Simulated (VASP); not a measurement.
Cs, 1 atom in the cell. It takes space group P6/mmm (No. 191, hexagonal). Conventional cell: a = 5.300 Å, b = 5.300 Å, c = 4.982 Å, α = 90.00°, β = 90.00°, γ = 120.00°. 

```yaml
Program: VASP 6.6.1
Task: single point
Functional: PBE
Potentials_or_basis: VASP PAW PBE potentials, release 64 (Cs_sv)
Cutoff: 520 eV
k_mesh: 8 × 8 × 8
Occupations: fermi-dirac, width 0.08 eV
Spin: no spin polarisation
Dipole_correction: no
Further_INCAR_settings: ALGO = Normal; EDIFF = 1e-06; NBANDS = 10
```

Potentials or basis: VASP PAW PBE potentials, release 64 (Cs_sv).

Command:

```sh
$ cat potpaw_PBE.64/Cs_sv/POTCAR > POTCAR
$ mpirun -np 1 vasp_std > vasp.out
```

Hardware: 1 thread of Intel(R) Xeon(R) Platinum 8559C (Emerald Rapids), with other jobs on the host.

Task: How long does it take, and how much memory?

Result: It took 18 s on 1 thread of Intel(R) Xeon(R) Platinum 8559C (Emerald Rapids) (shared host), peak memory 0.25 GiB. Counts: scf iterations 10, k points 50.
